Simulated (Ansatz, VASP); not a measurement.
Au in VASP and in Ansatz

Contents of INCAR:

```
SYSTEM = Au
ALGO     = Normal         ! electronic algorithm
EDIFF    = 1E-6           ! SCF threshold, eV
EDIFFG   = -0.005         ! ionic threshold
ENCUT    = 600            ! plane-wave cutoff, eV
GGA      = CA             ! functional
IBRION   = 2              ! ionic algorithm
ISIF     = 3              ! what is computed and relaxed
ISMEAR   = -1             ! smearing method
LASPH    = .True.         ! aspherical terms in the spheres
LCHARG   = .False.        ! write CHGCAR
LREAL    = .False.        ! projectors in reciprocal space
LWAVE    = .False.        ! write WAVECAR
NELM     = 80             ! most SCF steps
NSW      = 45             ! ionic steps
PREC     = Accurate       ! precision mode
SIGMA    = 0.05           ! smearing width, eV
```

KPOINTS

```
k-points
0
Gamma
  17 17 17
  0 0 0
```

File POSCAR:

```
Au
1.0
    0.0000000000      2.0232464855      2.0232464855
    2.0232464855      0.0000000000      2.0232464855
    2.0232464855      2.0232464855      0.0000000000
Au
1
Direct
    0.0000000000      0.0000000000      0.0000000000
```

Input for Ansatz:

```yaml
crystal:
  lattice:
    - [0.0, 2.0232464855, 2.0232464855]
    - [2.0232464855, 0.0, 2.0232464855]
    - [2.0232464855, 2.0232464855, 0.0]
  atoms:
    - { symbol: Au, position: [0.0, 0.0, 0.0] }
kpoints:
  mp_grid: { grid: [17, 17, 17] }
scf:
  occupations: { method: fermi_dirac, width: 0.05 }
hamiltonian:
  xc: lda
  pseudopotentials:
    kind: all_electron
    lapw: { basis_error: 0.0005 }
    relativity: none
output:
  forces: true
  stress: true
  eigenvalues: true
  populations: true
relax:
  f_tol: 0.005
  max_steps: 25
  cell: {}
```

Alike in both runs: task relaxation of cell and atoms; functional LDA; k mesh 17 × 17 × 17; occupations fermi-dirac, width 0.05 eV; no spin polarisation.

|  | VASP | Ansatz |
| --- | --- | --- |
| version | VASP 6.6.1 | Ansatz 0.2.0 |
| potentials or method | VASP PAW LDA potentials, release 64 (Au), cutoff 600 eV | all-electron LAPW, non-relativistic |

```csv
,VASP,Ansatz,Ansatz less VASP
relaxed volume (Å³/atom),16.61,19.38,+2.765
relaxed length of the cell vector where the two differ most in proportion (Å),2.864,3.015,+0.1508
```

LDA's correlation is that of Perdew and Zunger in VASP and of Perdew and Wang (1992) in Ansatz. Ansatz ran all-electron here, and VASP with PAW potentials.

Spin-orbit coupling is off throughout.
